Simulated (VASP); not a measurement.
Wanted: the native input for a VASP 6.6.1 run.

* Task: single point
* Functional: PBEsol
* Potentials or basis: VASP PAW PBE potentials, release 64 (Pb_d)
* Cutoff: 520 eV
* k mesh: 7 × 7 × 7
* Occupations: fermi-dirac, width 0.05 eV
* Spin: no spin polarisation
* Dipole correction: no
* Further INCAR settings: ALGO = Fast; EDIFF = 1e-06; NBANDS = 21

The structure of Pb lies in POSCAR:

```
Pb
1.0
    0.0000000000      3.0388997627      3.0388997627
    3.0388997627      0.0000000000      3.0388997627
    3.0388997627      3.0388997627      0.0000000000
Pb
2
Direct
    0.2500000000      0.2500000000      0.2500000000
    0.0000000000      0.0000000000      0.0000000000
```

The input as run:

INCAR

```
ALGO = Fast ; EDIFF = 1E-6
ENCUT = 520 ; GGA = PS
ISIF = 2 ; ISMEAR = -1
LASPH = T ; LCHARG = F
LREAL = F ; LWAVE = F
NBANDS = 21 ; NELM = 60
PREC = Accurate ; SIGMA = 0.05
```

KPOINTS

```
k-points
0
Gamma
  7 7 7
```

Potentials or basis: VASP PAW PBE potentials, release 64 (Pb_d).

Run with:

```sh
$ cat potpaw_PBE.64/Pb_d/POTCAR > POTCAR
$ mpirun -np 1 vasp_std > vasp.out
```

It gave:

* Pressure: 29.8 GPa
* Band gap on the k mesh: zero (band 14 reaches 9.05 eV, above the bottom of band 15 at 7.84 eV)

Caveat: the PAW data sets were made with another functional, which shifts forces and pressure a little; spin-orbit coupling is left out, which moves the levels of the heavy elements.

It took 8.8 s on 1 thread of Intel(R) Xeon(R) 6975P-C (Granite Rapids), with other jobs on the host, peak memory 0.17 GiB.
